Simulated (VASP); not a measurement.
# WS2 in VASP: notebook, part 2 of 2

VASP 6.6.1. The steps go on from the part before.

### 3 Single point, PBE (atoms moved at random)

INCAR reads:

```
  ALGO = Normal
  EDIFF = 1E-7
  ENCUT = 520
  GGA = PE
  ISIF = 2
  ISMEAR = -1
  LASPH = T
  LCHARG = F
  LREAL = F
  LWAVE = F
  NBANDS = 35
  NELM = 100
  PREC = Accurate
  SIGMA = 0.05
```

KPOINTS reads:

```
k-points
0
Gamma
  10 10 3
```

POSCAR reads:

```
WS2
1.0
    3.1800000000      0.0000000000      0.0000000000
   -1.5900000000      2.7539607840      0.0000000000
    0.0000000000      0.0000000000     12.5000000000
W S
2 4
Direct
    0.6704130000      0.3321320000      0.7485110000
    0.3515260000      0.6761130000      0.2481590000
    0.6505480000      0.3288460000      0.3705640000
    0.3323830000      0.6657620000      0.8697960000
    0.6835930000      0.3404960000      0.1221550000
    0.3527360000      0.6757840000      0.6264210000
```

Potentials or basis: VASP PAW PBE potentials, release 64 (W_sv, S).

Launch:

```
> cat potpaw_PBE.64/W_sv/POTCAR potpaw_PBE.64/S/POTCAR > POTCAR
> mpirun -np 1 vasp_std > vasp.out
```

OUTCAR:

```text
EDIFF = 1E-7
   ENCUT = 520
   GGA = PE
   ISIF = 2
   ISMEAR = -1
   LASPH = T
   LREAL = F
   NELM = 100
   PREC = Accurate

 ion  position               nearest neighbor table
   1  0.670  0.332  0.749-   6 2.37   4 2.37   6 2.38   4 2.38   4 2.39   6 2.42
   2  0.352  0.676  0.248-   3 2.35   3 2.36   5 2.41   5 2.42   5 2.42   3 2.46
   3  0.651  0.329  0.371-   2 2.35   2 2.36   2 2.46
   4  0.332  0.666  0.870-   1 2.37   1 2.38   1 2.39
   5  0.684  0.340  0.122-   2 2.41   2 2.42   2 2.42
   6  0.353  0.676  0.626-   1 2.37   1 2.38   1 2.42

  LATTYP: Found a hexagonal cell.
 ALAT       =     3.1800000000
 C/A-ratio  =     3.9308176101

  Lattice vectors:

 A1 = (   3.1800000000,   0.0000000000,   0.0000000000)
 A2 = (  -1.5900000000,   2.7539607840,   0.0000000000)
 A3 = (   0.0000000000,   0.0000000000,  12.5000000000)

Analysis of symmetry for initial positions (statically):
=====================================================================
 Subroutine PRICEL returns:
[... 179 lines left out ...]

 val. band max:        7.1975008344   @ k =   0.0000   0.0000   0.0000
 cond. band min:       8.3235229094   @ k =  -0.4000   0.2000   0.0000
 fundamental gap:      1.1260220750
 Fermi energy:         7.6896535191

 k-point     1 :       0.0000    0.0000    0.0000
  band No.  band energies     occupation
      1     -67.4962      2.00000
      2     -67.4942      2.00000
      3     -31.7550      2.00000
      4     -31.7412      2.00000
      5     -31.6195      2.00000
      6     -31.6158      2.00000
[... 901 lines left out ...]
     34      11.1060      0.00000
     35      14.2996      0.00000

 [... further k-points ...]

------------------------ aborting loop because EDIFF is reached ----------------------------------------

  FORCE on cell =-STRESS in cart. coord.  units (eV):
  Direction    XX          YY          ZZ          XY          YZ          ZX
  --------------------------------------------------------------------------------------
  -------------------------------------------------------------------------------------
  Total        2.1298272      2.7657506      5.7617046     -0.4615391      0.8932333      2.0868704
  in kB       31.1716697     40.4789010     84.3270070     -6.7549813     13.0731611     30.5429633
  external PRESSURE =      51.9925259 kB  Pullay stress =       0.0000000 kB

 VOLUME and BASIS-vectors are now :
 -----------------------------------------------------------------------------
  energy-cutoff  :      520.00
  volume of cell :      109.47
      direct lattice vectors                 reciprocal lattice vectors
     3.180000000  0.000000000  0.000000000     0.314465409  0.181556688  0.000000000
    -1.590000000  2.753960784  0.000000000     0.000000000  0.363113377  0.000000000
     0.000000000  0.000000000 12.500000000     0.000000000  0.000000000  0.080000000

 POSITION                                       TOTAL-FORCE (eV/Angst)
 -----------------------------------------------------------------------------------
      1.60382      0.91468      9.35639         0.189689      0.332423     -0.156878
      0.04283      1.86199      3.10199        -0.959027     -0.464915     -0.847585
      1.54588      0.90563      4.63205         0.918886      0.381296      0.841457
     -0.00158      1.83348     10.87245         0.168705     -0.013144      1.105162
      1.63244      0.93771      1.52694         0.039558      0.081621      0.018884
      0.04720      1.86108      7.83026        -0.357812     -0.317280     -0.961039
 -----------------------------------------------------------------------------------
    total drift:                                0.000115      0.000014      0.000021

  FREE ENERGIE OF THE ION-ELECTRON SYSTEM (eV)
  ---------------------------------------------------
  free  energy   TOTEN  =       -47.1600903424 eV

  energy  without entropy=      -47.1600898116  energy(sigma->0) =      -47.16009008
```

OSZICAR:

```text
N       E                     dE             d eps       ncg     rms          rms(c)
DAV:   1     0.515140653382E+03    0.51514E+03   -0.28403E+04 11720   0.148E+03
DAV:   2    -0.167028691895E+02   -0.53184E+03   -0.51336E+03 12342   0.408E+02
DAV:   3    -0.490594615034E+02   -0.32357E+02   -0.31798E+02 13143   0.965E+01
DAV:   4    -0.498519765041E+02   -0.79252E+00   -0.78885E+00 12962   0.159E+01
DAV:   5    -0.498687766047E+02   -0.16800E-01   -0.16790E-01 12862   0.244E+00    0.389E+01
DAV:   6    -0.474901596193E+02    0.23786E+01   -0.83056E+00 12072   0.192E+01    0.167E+01
DAV:   7    -0.472742163280E+02    0.21594E+00   -0.22998E+00 11616   0.794E+00    0.679E+00
DAV:   8    -0.471606533263E+02    0.11356E+00   -0.34392E-01 12165   0.401E+00    0.206E+00
DAV:   9    -0.471622613769E+02   -0.16081E-02   -0.42090E-02 12743   0.107E+00    0.109E+00
DAV:  10    -0.471602289212E+02    0.20325E-02   -0.19125E-02 12669   0.863E-01    0.272E-01
DAV:  11    -0.471600480544E+02    0.18087E-03   -0.22706E-03 11627   0.272E-01    0.110E-01
DAV:  12    -0.471600545172E+02   -0.64629E-05   -0.12341E-04 13114   0.572E-02    0.441E-02
DAV:  13    -0.471600868860E+02   -0.32369E-04   -0.32658E-05 11710   0.320E-02    0.179E-02
DAV:  14    -0.471600891598E+02   -0.22739E-05   -0.81042E-06 12264   0.148E-02    0.151E-02
DAV:  15    -0.471600900565E+02   -0.89666E-06   -0.20590E-06 10624   0.638E-03    0.588E-03
DAV:  16    -0.471600903280E+02   -0.27149E-06   -0.32737E-07 11477   0.307E-03    0.188E-03
DAV:  17    -0.471600903424E+02   -0.14400E-07   -0.51504E-08  7126   0.118E-03
   1 F= -.47160090E+02 E0= -.47160090E+02  d E =-.530751E-06
```

It took 17 min on 1 thread of Intel Xeon 8259CL, shared host; peak memory 0.55 GiB.

What came out:

- Free energy: -47.1601 eV
- Pressure: 5.2 GPa
- Largest force: 1.362 eV/Å
- Band gap on the k mesh: 1.13 eV (least direct gap 1.91 eV)

Forces in eV/Å, atoms in the order of the input:
```
W    0.190  0.332 -0.157
W   -0.959 -0.465 -0.848
S    0.919  0.381  0.841
S    0.169 -0.013  1.105
S    0.040  0.082  0.019
S   -0.358 -0.317 -0.961
```

Stress tensor (GPa, compression positive):
```
 3.12 -0.68  3.05
-0.68  4.05  1.31
 3.05  1.31  8.43
```

Caveat: the cell differs from its parent crystal (atoms moved at random); the stress differs along the axes, from 3 to 8 GPa; spin-orbit coupling is left out, which moves the levels of the heavy elements; forces of over 1 eV/Å act on the atoms, so gaps and moduli don't describe the material at rest.

### 4 Single point, r2SCAN, non-collinear spin, zero start, spin-orbit coupling

POSCAR reads:

```
WS2
1.0
    3.1800000000      0.0000000000      0.0000000000
   -1.5900000000      2.7539607840      0.0000000000
    0.0000000000      0.0000000000     12.5000000000
W S
2 4
Direct
    0.6666666667      0.3333333333      0.7500000000
    0.3333333333      0.6666666667      0.2500000000
    0.6666666667      0.3333333333      0.3750000000
    0.3333333333      0.6666666667      0.8750000000
    0.6666666667      0.3333333333      0.1250000000
    0.3333333333      0.6666666667      0.6250000000
```

INCAR.step1 reads:

```
ALGO = Normal
EDIFF = 1E-4
ENCUT = 520
GGA = PE
GGA_COMPAT = False
ISMEAR = -1
KPAR = 4
LASPH = True
LCHARG = False
LMAXMIX = 4
LREAL = False
LSORBIT = True
LWAVE = True
MAGMOM = 0 0 0 0 0 0 0 0 0 0 0 0 0 0 0 0 0 0
NBANDS = 68
NELM = 150
PREC = Accurate
SIGMA = 0.05
```

INCAR.step2 reads:

```
ALGO = Normal
EDIFF = 1E-7
ENCUT = 520
GGA_COMPAT = False
ISIF = 2
ISMEAR = -1
ISTART = 1
KPAR = 4
LASPH = True
LCHARG = False
LMAXMIX = 4
LMIXTAU = True
LORBIT = 11
LORBMOM = True
LREAL = False
LSORBIT = True
LWAVE = False
MAGMOM = 0 0 0 0 0 0 0 0 0 0 0 0 0 0 0 0 0 0
METAGGA = R2SCAN
NBANDS = 68
NELM = 150
PREC = Accurate
SIGMA = 0.05
```

KPOINTS is that of step 3.

Launch:

```
> cat potpaw_PBE.64/W_sv/POTCAR potpaw_PBE.64/S/POTCAR > POTCAR
> cp INCAR.step1 INCAR
> mpirun -np 4 vasp_ncl > vasp.out
> cp INCAR.step2 INCAR
> mpirun -np 4 vasp_ncl > vasp.out
```

Run time: 19 min. Hardware: 4 MPI ranks of Oxide Virtual Turin-like, shared host; peak memory 0.75 GiB.

The run converged. Its results:

```yaml
Free_energy: -141.6070 eV
Pressure: 0.7 GPa
Largest_force: 0.068 eV/Å
Net_moment: 0.00 μB per cell
Valence_electrons_inside_the_program's_atomic_spheres: W 12.01; S 3.74
```

Forces on the atoms (eV/Å):
```
W    0.000  0.000  0.000
W    0.000  0.000  0.000
S    0.000  0.000 -0.068
S    0.000  0.000 -0.068
S    0.000  0.000  0.068
S    0.000  0.000  0.068
```

Stress tensor (GPa, compression positive):
```
0.61 0.00 0.00
0.00 0.61 0.00
0.00 0.00 0.80
```

Moments on the atoms (μB; x, y, z):
```
W   0.00 0.00 0.00
W   0.00 0.00 0.00
S   0.00 0.00 0.00
S   0.00 0.00 0.00
S   0.00 0.00 0.00
S   0.00 0.00 0.00
```

Caveat: the PAW data sets were made with another functional, which shifts forces and pressure a little.

### 5 Overview

```csv
level,spin,cell,k mesh,grid for exact exchange (PRECFOCK),share of exact exchange,screening parameter,gap on the mesh (eV),pressure (GPa),largest force (eV/Å)
HSE06,off,"as given, atomic positions A",6 × 6 × 2,Fast,0.25,0.2079 1/Å,1.59,-2.7,0.41
PBE,off,"as given, atomic positions B",10 × 10 × 3,-,-,-,1.13,5.2,1.36
r2SCAN,"non-collinear, zero start, SOC","as given, atomic positions A",10 × 10 × 3,-,-,-,-,0.7,0.07
```

Alike in all rows: task single point; potentials or basis VASP PAW PBE potentials, release 64 (W_sv, S); cutoff (eV) 520; smearing fermi-dirac 0.05 eV.

Caveats: the PAW data sets were made with another functional, which shifts forces and pressure a little (at least some runs); spin-orbit coupling is left out, which moves the levels of the heavy elements (at least some runs); this functional lacks dispersion, which binds layers or chains, so the pressure and a relaxed spacing across them are unreliable (at least some runs); the stress differs along the axes, from 3 to 8 GPa (at least some runs); forces of over 1 eV/Å act on the atoms, so gaps and moduli don't describe the material at rest (at least some runs).

Absolute energies hang on the potentials; compare differences alone.
